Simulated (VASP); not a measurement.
# B6C (P4/mmm) in VASP: a series of runs

Runs on B6C. Level: PBE. Tasks: single point, relaxation of cell and atoms.

Everything below comes from runs of VASP 6.6.1. Logs are shortened: lines on timing, memory, paths and dates and some standing lists are left out, and cuts for length are marked.

## (1) The cell of the first run

The structure is tetragonal, space group P4/mmm (No. 123). Conventional cell: a = 3.316 Å, b = 3.316 Å, c = 5.205 Å, α = 90.00°, β = 90.00°, γ = 90.00°. Within 2.1 Å of B (site symmetry 4mm) lie 1 C at 1.47 Å and 4 B at 2.01 Å. Within 2.2 Å of B (site symmetry mmm) lie 6 B at 1.66 to 2.01 Å. B (site symmetry 4/mmm) has 4 B at 1.66 Å within 2.2 Å. B (site symmetry 4/mmm) has 4 C at 2.35 Å and 18 B at 2.60 to 3.09 Å within 3.1 Å. C (site symmetry 4/mmm) has 2 B at 1.47 Å within 2.0 Å.

The cell was built from a structure type or drawn by symmetry, and may not be a known phase.

## (2) Single point, PBE

The input, INCAR:

```
ALGO = Normal
EDIFF = 1E-6
ENCUT = 600
GGA = PE
GGA_COMPAT = False
ISIF = 2
ISMEAR = 0
LASPH = True
LCHARG = False
LREAL = False
LWAVE = False
NBANDS = 20
NELM = 120
PREC = Accurate
SIGMA = 0.2
```

The input, KPOINTS:

```
k-points
0
Gamma
  5 5 3
```

The input, POSCAR:

```
B6C
1.0
    3.3164813486      0.0000000000      0.0000000000
    0.0000000000      3.3164813486      0.0000000000
    0.0000000000      0.0000000000      5.2050798418
B C
6 1
Direct
    0.0000000000      0.0000000000      0.7178300756
    0.0000000000      0.0000000000      0.2821699244
    0.0000000000      0.5000000000      0.5000000000
    0.5000000000      0.0000000000      0.5000000000
    0.5000000000      0.5000000000      0.5000000000
    0.5000000000      0.5000000000      0.0000000000
    0.0000000000      0.0000000000      0.0000000000
```

Potentials or basis: VASP PAW PBE potentials, release 64 (B, C).

The run is started by

```sh
$ cat potpaw_PBE.64/B/POTCAR potpaw_PBE.64/C/POTCAR > POTCAR
$ mpirun -np 1 vasp_std > vasp.out
```

OUTCAR:

```text
EDIFF = 1E-6
   ENCUT = 600
   GGA = PE
   ISIF = 2
   ISMEAR = 0
   LASPH = True
   LREAL = False
   NELM = 120
   PREC = Accurate

 ion  position               nearest neighbor table
   1  0.000  0.000  0.718-   7 1.47   4 2.01   3 2.01   3 2.01   4 2.01
   2  0.000  0.000  0.282-   7 1.47   4 2.01   3 2.01   3 2.01   4 2.01
   3  0.000  0.500  0.500-   5 1.66   5 1.66   1 2.01   1 2.01   2 2.01   2 2.01
   4  0.500  0.000  0.500-   5 1.66   5 1.66   1 2.01   2 2.01   1 2.01   2 2.01
   5  0.500  0.500  0.500-   3 1.66   4 1.66   4 1.66   3 1.66
   6  0.500  0.500  0.000-
   7  0.000  0.000  0.000-   1 1.47   2 1.47

  LATTYP: Found a simple tetragonal cell.
 ALAT       =     3.3164813486
 C/A-ratio  =     1.5694584997

  Lattice vectors:

 A1 = (   3.3164813486,   0.0000000000,   0.0000000000)
 A2 = (   0.0000000000,   3.3164813486,   0.0000000000)
 A3 = (   0.0000000000,   0.0000000000,   5.2050798418)

Analysis of symmetry for initial positions (statically):
=====================================================================
 Subroutine PRICEL returns:
 Original cell was already a primitive cell.

 Routine SETGRP: Setting up the symmetry group for a
 simple tetragonal supercell.

 Subroutine GETGRP returns: Found 16 space group operations
 (whereof 16 operations were pure point group operations)
 out of a pool of 16 trial point group operations.

The static configuration has the point symmetry D_4h.

Analysis of symmetry for dynamics (positions and initial velocities):
=====================================================================
 Subroutine PRICEL returns:
 Original cell was already a primitive cell.

 Routine SETGRP: Setting up the symmetry group for a
 simple tetragonal supercell.

 Subroutine GETGRP returns: Found 16 space group operations
 (whereof 16 operations were pure point group operations)
 out of a pool of 16 trial point group operations.

The dynamic configuration has the point symmetry D_4h.

 Subroutine INISYM returns: Found 16 space group operations
 (whereof 16 operations are pure point group operations),
 and found     1 'primitive' translations

----------------------------------------------------------------------------------------

                                     Primitive cell

  volume of cell :      57.2509

  direct lattice vectors                    reciprocal lattice vectors
     3.316481349  0.000000000  0.000000000     0.301524385  0.000000000  0.000000000
     0.000000000  3.316481349  0.000000000     0.000000000  0.301524385  0.000000000
     0.000000000  0.000000000  5.205079842     0.000000000  0.000000000  0.192120012

  length of vectors
     3.316481349  3.316481349  5.205079842     0.301524385  0.301524385  0.192120012

  position of ions in fractional coordinates (direct lattice)
     0.000000000  0.000000000  0.717830076
     0.000000000  0.000000000  0.282169924
     0.000000000  0.500000000  0.500000000
     0.500000000  0.000000000  0.500000000
     0.500000000  0.500000000  0.500000000
     0.500000000  0.500000000  0.000000000
     0.000000000  0.000000000  0.000000000

  ion indices of the primitive-cell ions
   primitive index   ion index
                 1           1
                 2           2
                 3           3
                 4           4
                 5           5
                 6           6
                 7           7

----------------------------------------------------------------------------------------

 KPOINTS: k-points

Automatic generation of k-mesh.
 Grid dimensions read from file:
 generate k-points for:    5    5    3

 Generating k-lattice:

  Cartesian coordinates                     Fractional coordinates (reciprocal lattice)
     0.060304877  0.000000000  0.000000000     0.200000000  0.000000000  0.000000000
     0.000000000  0.060304877  0.000000000     0.000000000  0.200000000  0.000000000
     0.000000000  0.000000000  0.064040004     0.000000000  0.000000000  0.333333333

  Length of vectors
     0.060304877  0.060304877  0.064040004

  Shift w.r.t. Gamma in fractional coordinates (k-lattice)
     0.000000000  0.000000000  0.000000000

 Subroutine IBZKPT returns following result:
 ===========================================

 Found     12 irreducible k-points:

 Following reciprocal coordinates:
            Coordinates               Weight
  0.000000  0.000000  0.000000      1.000000
  0.200000  0.000000  0.000000      4.000000
  0.400000  0.000000  0.000000      4.000000
  0.200000  0.200000  0.000000      4.000000
  0.400000  0.200000  0.000000      8.000000
  0.400000  0.400000  0.000000      4.000000
  0.000000  0.000000  0.333333      2.000000
  0.200000  0.000000  0.333333      8.000000
  0.400000  0.000000  0.333333      8.000000
  0.200000  0.200000  0.333333      8.000000
  0.400000  0.200000  0.333333     16.000000
  0.400000  0.400000  0.333333      8.000000
   k-points           NKPTS =     12   k-points in BZ     NKDIM =     12   number of bands    NBANDS=     20
   number of dos      NEDOS =    301   number of ions     NIONS =      7
   total plane-waves  NPLWV =  32928
   dimension x,y,z NGX =    28 NGY =   28 NGZ =   42
   dimension x,y,z NGXF=    56 NGYF=   56 NGZF=   84
   ions per type =               6   1
   NGX,Y,Z   is equivalent  to a cutoff of  14.04, 14.04, 13.41 a.u.
   NGXF,Y,Z  is equivalent  to a cutoff of  28.07, 28.07, 26.83 a.u.
 SYSTEM =  unknown system
   PREC   = accura    normal or accurate (medium, high low for compatibility)
   ISTART =      0    job   : 0-new  1-cont  2-samecut
   ICHARG =      2    charge: 1-file 2-atom 10-const
   ISPIN  =      1    spin polarized calculation?
   LNONCOLLINEAR =      F non collinear calculations
   LSORBIT =      F    spin-orbit coupling
   LASPH  =      T    aspherical Exc in radial PAW
   ENCUT  =  600.0 eV  44.10 Ry    6.64 a.u.   6.62  6.62 10.40*2*pi/ulx,y,z
   NELM   =    120;   NELMIN=  2; NELMDL= -5     # of ELM steps
   EDIFF  = 0.1E-05   stopping-criterion for ELM
   LREAL  =      F    real-space projection
   EDIFFG = 0.1E-04   stopping-criterion for IOM
   NSW    =      0    number of steps for IOM
   IBRION =     -1    ionic relax: 0-MD 1-quasi-New 2-CG
   NFREE  =      0    steps in history (QN), initial steepest desc. (CG)
   ISIF   =      2    stress and relaxation
   ISYM   =      2    0-nonsym 1-usesym 2-fastsym
   POTIM  = 0.5000    time-step for ionic-motion
   TEBEG  =    0.0;   TEEND  =   0.0 temperature during run
   PSTRESS=    0.0 pullay stress
   NELECT =      22.0000    total number of electrons
   NUPDOWN=      -1.0000    fix difference up-down
   EMIN   =  10.00;   EMAX   =-10.00  energy-range for DOS
   EFERMI =   0.00;   METHOD = LEGACY
   ISMEAR =     0;   SIGMA  =   0.20  broadening in eV -4-tet -1-fermi 0-gaus
   EFERMI_NEDOS =   21; number of points for ismear=-14 and -15
   IALGO  =     38    algorithm
   IMIX   =      4    mixing-type and parameters
     AMIX     =   0.40;   BMIX     =  1.00
     AMIX_MAG =   1.60;   BMIX_MAG =  1.00
  volume/ion in A,a.u.               =       8.18        55.19
  Fermi-wavevector in a.u.,A,eV,Ry     =   1.190204  2.249160 19.273830  1.416587
  Thomas-Fermi vector in A             =   2.326294
   LORBIT       =      0    0 simple, 1 ext, 2 COOP (PROOUT), +10 PAW based schemes
   GGA     = PE    functional components
   LHFCALC =     F    Hartree Fock is set to
   AEXX    =    0.0000 exact exchange contribution
   IVDW    =     0    specifies the selected vdW correction
   LEPSILON=     F    determine dielectric tensor
   LRPA    =     F    only Hartree local field effects (RPA)
 non-spin polarized calculation
 Gauss-broadening in eV      SIGMA  =   0.20
  energy-cutoff  :      600.00
  volume of cell :       57.25
 maximum number of plane-waves:      1925
 NGX is ok and might be reduce to    28
   NGX = 13   NGY = 13   NGZ = 21

 number of electron      22.0000001 magnetization

 Free energy of the ion-electron system (eV)
  ---------------------------------------------------
  ext. energy  EPLUGINS =         0.00000000
  ---------------------------------------------------
  free energy    TOTEN  =       -38.25506209 eV

  energy without entropy =      -38.21678151  energy(sigma->0) =      -38.23592180

 E-fermi :   5.6828     XC(G=0): -11.3645

 val. band max:        5.6192983240   @ k =   0.2000   0.0000   0.3333
 cond. band min:       5.8110873363   @ k =   0.2000   0.2000   0.3333
 fundamental gap:      0.1917890123
 Fermi energy:         5.6827567699

 k-point     1 :       0.0000    0.0000    0.0000
  band No.  band energies     occupation
      1     -10.1091      2.00000
      2      -6.8560      2.00000
      3      -4.3162      2.00000
      4      -1.5636      2.00000
      5      -1.5636      2.00000
      6       1.7202      2.00000
[... 12 lines left out ...]
     19      11.8373      0.00000
     20      12.1495      0.00000

 k-point     2 :       0.2000    0.0000    0.0000
  band No.  band energies     occupation
      1      -9.7053      2.00000
      2      -6.6168      2.00000
      3      -3.9294      2.00000
      4      -3.4500      2.00000
      5      -1.1064      2.00000
      6       0.9723      2.00000
[... 12 lines left out ...]
     19      11.3728      0.00000
     20      11.8103      0.00000
[... 189 lines left out ...]
      3      -5.4792      2.00000
      4      -2.0125      2.00000
      5      -1.7023      2.00000
      6      -1.2395      2.00000
[... 12 lines left out ...]
     19      11.9186      0.00000
     20      13.3880      0.00000

 k-point    12 :       0.4000    0.4000    0.3333
  band No.  band energies     occupation
      1      -6.8441      2.00000
      2      -5.9493      2.00000
      3      -4.5458      2.00000
      4      -3.8901      2.00000
      5      -2.2536      2.00000
      6      -1.0686      2.00000
[... 12 lines left out ...]
     19      12.4263      0.00000
     20      13.2515      0.00000

------------------------ aborting loop because EDIFF is reached ----------------------------------------

  FORCE on cell =-STRESS in cart. coord.  units (eV):
  Direction    XX          YY          ZZ          XY          YZ          ZX
  --------------------------------------------------------------------------------------
  -------------------------------------------------------------------------------------
  Total       -0.0059878     -0.0059878      0.0241046      0.0000000      0.0000000      0.0000000
  in kB       -0.1675685     -0.1675685      0.6745723      0.0000000      0.0000000      0.0000000
  external PRESSURE =       0.1131451 kB  Pullay stress =       0.0000000 kB

 VOLUME and BASIS-vectors are now :
 -----------------------------------------------------------------------------
  energy-cutoff  :      600.00
  volume of cell :       57.25
      direct lattice vectors                 reciprocal lattice vectors
     3.316481349  0.000000000  0.000000000     0.301524385  0.000000000  0.000000000
     0.000000000  3.316481349  0.000000000     0.000000000  0.301524385  0.000000000
     0.000000000  0.000000000  5.205079842     0.000000000  0.000000000  0.192120012

 POSITION                                       TOTAL-FORCE (eV/Angst)
 -----------------------------------------------------------------------------------
      0.00000      0.00000      3.73636         0.000000     -0.000000     -0.005460
      0.00000      0.00000      1.46872        -0.000000     -0.000000      0.005460
      0.00000      1.65824      2.60254        -0.000000      0.000000      0.000000
      1.65824      0.00000      2.60254        -0.000000      0.000000      0.000000
      1.65824      1.65824      2.60254        -0.000000      0.000000      0.000000
      1.65824      1.65824      0.00000        -0.000000      0.000000      0.000000
      0.00000      0.00000      0.00000        -0.000000      0.000000      0.000000
 -----------------------------------------------------------------------------------
    total drift:                                0.000000     -0.000000      0.000000

  FREE ENERGIE OF THE ION-ELECTRON SYSTEM (eV)
  ---------------------------------------------------
  free  energy   TOTEN  =       -38.2550620907 eV

  energy  without entropy=      -38.2167815140  energy(sigma->0) =      -38.23592180
```

It took 29 s on 1 thread of AMD EPYC 7R13, shared host; peak memory 0.14 GiB.

What came out:

```
Free energy            : -38.2551 eV
Pressure               : 0.0 GPa
Largest force          : 0.005 eV/Å
Band gap on the k mesh : zero (bands 11 and 12 overlap by 1.37 eV)
```

Forces on the atoms (eV/Å):
```
B    0.000  0.000 -0.005
B    0.000  0.000  0.005
B    0.000  0.000  0.000
B    0.000  0.000  0.000
B    0.000  0.000  0.000
B    0.000  0.000  0.000
C    0.000  0.000  0.000
```

Levels at points of the mesh, in eV from the Fermi level:
```csv
k point,band 8,band 9,band 10,band 11,band 12,band 13,band 14,band 15
"(0.00, 0.00, 0.00)",-2.26,-2.26,-1.46,-1.08,1.83,1.83,1.99,2.01
```

Caveat: the k points lie up to 0.40 Å⁻¹ apart, too coarse for converged energies and pressures of a metal.

## (3) Single point, PBE

This run uses another cell than the first one, of 6.93 Å³/atom.

The input, INCAR:

```
  PREC = Accurate
  ENCUT = 520
  EDIFF = 1E-6
  ISMEAR = 0
  SIGMA = 0.1
  LREAL = False
  LASPH = True
  NELM = 80
  ALGO = Normal
  ISIF = 2
  LWAVE = False
  LCHARG = False
  GGA = PE
  NBANDS = 20
```

The input, KPOINTS:

```
regular mesh
0
Gamma
  12 12 6
```

The input, POSCAR:

```
B6C
1.0
    2.8998592246      0.0000000000      0.0000000000
    0.0000000000      2.8998592246      0.0000000000
    0.0000000000      0.0000000000      5.7663391145
B C
6 1
Direct
    0.0000000000      0.5000000000      0.3032040211
    0.5000000000      0.0000000000      0.3032040211
    0.0000000000      0.5000000000      0.6967959789
    0.5000000000      0.0000000000      0.6967959789
    0.0000000000      0.0000000000      0.1477820639
    0.0000000000      0.0000000000      0.8522179361
    0.5000000000      0.5000000000      0.5000000000
```

Potentials or basis: VASP PAW PBE potentials, release 64 (B, C).

The run is started by

```sh
$ cat potpaw_PBE.64/B/POTCAR potpaw_PBE.64/C/POTCAR > POTCAR
$ mpirun -np 1 vasp_std > vasp.out
```

It took 35 s on 1 thread of Intel Xeon 6975P-C (Granite Rapids), shared host; peak memory 0.22 GiB.

Results (log left out):

| Property | Result |
| --- | --- |
| Free energy | -45.5559 eV |
| Pressure | 0.1 GPa |
| Largest force | 0.023 eV/Å |
| Band gap on the k mesh | zero (bands 11 and 12 overlap by 0.76 eV) |

Forces in eV/Å, atoms in the order of the input:
```
B    0.000  0.000  0.009
B    0.000  0.000  0.009
B    0.000  0.000 -0.009
B    0.000  0.000 -0.009
B    0.000  0.000 -0.023
B    0.000  0.000  0.023
C    0.000  0.000  0.000
```

Levels at points of the mesh, in eV from the Fermi level:
| k point | band 8 | band 9 | band 10 | band 11 | band 12 | band 13 | band 14 | band 15 |
| --- | --- | --- | --- | --- | --- | --- | --- | --- |
| (0.00, 0.00, 0.00) | -4.03 | -3.94 | -1.08 | -0.48 | -0.48 | 1.05 | 2.94 | 3.06 |
| (0.50, 0.00, 0.00) | -2.89 | -2.74 | -2.69 | -1.34 | 1.36 | 1.54 | 1.61 | 4.23 |
| (0.50, 0.50, 0.00) | -6.61 | -6.22 | -6.22 | -4.09 | -0.42 | 2.80 | 2.80 | 5.32 |
| (0.00, 0.00, 0.50) | -4.56 | -1.64 | -1.07 | 0.05 | 0.55 | 0.55 | 2.72 | 4.26 |
| (0.50, 0.00, 0.50) | -5.07 | -4.79 | -2.14 | -2.13 | 1.40 | 1.42 | 3.11 | 4.17 |
| (0.50, 0.50, 0.50) | -7.82 | -4.47 | -4.47 | -3.53 | 0.48 | 1.20 | 1.20 | 3.46 |

## (4) Relaxation of cell and atoms, PBE

This run uses another cell than the first one, of 6.93 Å³/atom.

The input, INCAR:

```
PREC = Accurate ; ENCUT = 600
EDIFF = 1E-6 ; ISMEAR = 0
SIGMA = 0.1 ; LREAL = F
LASPH = T ; NELM = 60
ALGO = Normal ; ISIF = 3
LWAVE = F ; LCHARG = F
GGA = PE ; IBRION = 2
NSW = 80 ; EDIFFG = -0.001
```

The input, KPOINTS:

```
Automatic mesh
0
Gamma
  12 12 6
```

The input, POSCAR:

```
B6C
1.0
    2.9013577081      0.0000000000      0.0000000000
    0.0000000000      2.9013577081      0.0000000000
    0.0000000000      0.0000000000      5.7614339412
B C
6 1
Direct
    0.0000000000      0.5000000000      0.3035369335
    0.5000000000      0.0000000000      0.3035369335
    0.0000000000      0.5000000000      0.6964630665
    0.5000000000      0.0000000000      0.6964630665
    0.0000000000      0.0000000000      0.1478984011
    0.0000000000      0.0000000000      0.8521015989
    0.5000000000      0.5000000000      0.5000000000
```

The run is started by

```sh
$ cat potpaw_PBE.64/B/POTCAR potpaw_PBE.64/C/POTCAR > POTCAR
$ mpirun -np 1 vasp_std > vasp.out
```

Run time: 69 s. Hardware: 1 thread of Intel Xeon 6975P-C (Granite Rapids), shared host; peak memory 0.22 GiB.

Results (log left out):

* Free energy: -45.5623 eV
* Relaxed volume: 6.93 Å³/atom
* Relaxed cell: a = 2.900 Å, b = 2.900 Å, c = 5.766 Å, α = 90.00°, β = 90.00°, γ = 90.00°
* Space group after relaxing (to 0.1 Å): P4/mmm (No. 123)
* Energy gained by relaxing: 0.0 meV/atom
* Ionic steps: 6
* Pressure after relaxing: 0.0 GPa
* Band gap on the k mesh: zero (bands 11 and 12 overlap by 0.77 eV)

The path:
```
step  energy change (eV)  largest force (eV/Å)  pressure (GPa)  volume (Å³)
   1              0.0000                0.0250           -0.08        48.50
   2             -0.0001                0.0275            0.07        48.47
   3             -0.0001                0.0289            0.08        48.47
   4             -0.0001                0.0295           -0.04        48.49
   5             -0.0002                0.0015            0.02        48.48
   6             -0.0002                0.0002            0.00        48.48
```

Final structure:
```cif
data_structure
_symmetry_space_group_name_H-M 'P 1'
_symmetry_Int_Tables_number 1
_cell_length_a 2.8997
_cell_length_b 2.8997
_cell_length_c 5.7660
_cell_angle_alpha 90.000
_cell_angle_beta 90.000
_cell_angle_gamma 90.000
_cell_volume 48.48
loop_
_atom_site_label
_atom_site_type_symbol
_atom_site_fract_x
_atom_site_fract_y
_atom_site_fract_z
_atom_site_occupancy
B1 B 0.00000 0.50000 0.30325 1
B2 B 0.50000 0.00000 0.30325 1
B3 B 0.00000 0.50000 0.69675 1
B4 B 0.50000 0.00000 0.69675 1
B5 B 0.00000 0.00000 0.14771 1
B6 B 0.00000 0.00000 0.85229 1
C1 C 0.50000 0.50000 0.50000 1
```

Levels at points of the mesh, in eV from the Fermi level:
| k point | band 9 | band 10 | band 11 | band 12 | band 13 | band 14 |
| --- | --- | --- | --- | --- | --- | --- |
| (0.00, 0.00, 0.00) | -3.95 | -1.08 | -0.48 | -0.48 | 1.04 | 2.94 |
| (0.50, 0.00, 0.00) | -2.74 | -2.69 | -1.34 | 1.36 | 1.54 | 1.61 |
| (0.50, 0.50, 0.00) | -6.22 | -6.22 | -4.10 | -0.42 | 2.80 | 2.80 |
| (0.00, 0.00, 0.50) | -1.65 | -1.08 | 0.05 | 0.55 | 0.55 | 2.72 |
| (0.50, 0.00, 0.50) | -4.79 | -2.14 | -2.13 | 1.39 | 1.42 | 3.11 |
| (0.50, 0.50, 0.50) | -4.47 | -4.47 | -3.53 | 0.48 | 1.20 | 1.20 |

## (5) The runs side by side

| task | cell | k mesh | cutoff (eV) | smearing | gap on the mesh (eV) | pressure (GPa) | largest force (eV/Å) |
| --- | --- | --- | --- | --- | --- | --- | --- |
| single point | a = 3.316, b = 3.316, c = 5.205 Å, 7 atoms, atomic positions A | 5 × 5 × 3 | 600 | gaussian 0.2 eV | none | 0.0 | 0.01 |
| single point | a = 2.900, b = 2.900, c = 5.766 Å, 7 atoms, atomic positions B | 12 × 12 × 6 | 520 | gaussian 0.1 eV | none | 0.1 | 0.02 |
| relaxation of cell and atoms | relaxed from a = 2.901, b = 2.901, c = 5.761 Å, 7 atoms, atomic positions B | 12 × 12 × 6 | 600 | gaussian 0.1 eV | none | 0.0 | - |

Alike in all rows: level PBE; potentials or basis VASP PAW PBE potentials, release 64 (B, C); no spin polarisation.

Caveats: some runs use coarse meshes.

Absolute energies hang on the potentials; compare differences alone.
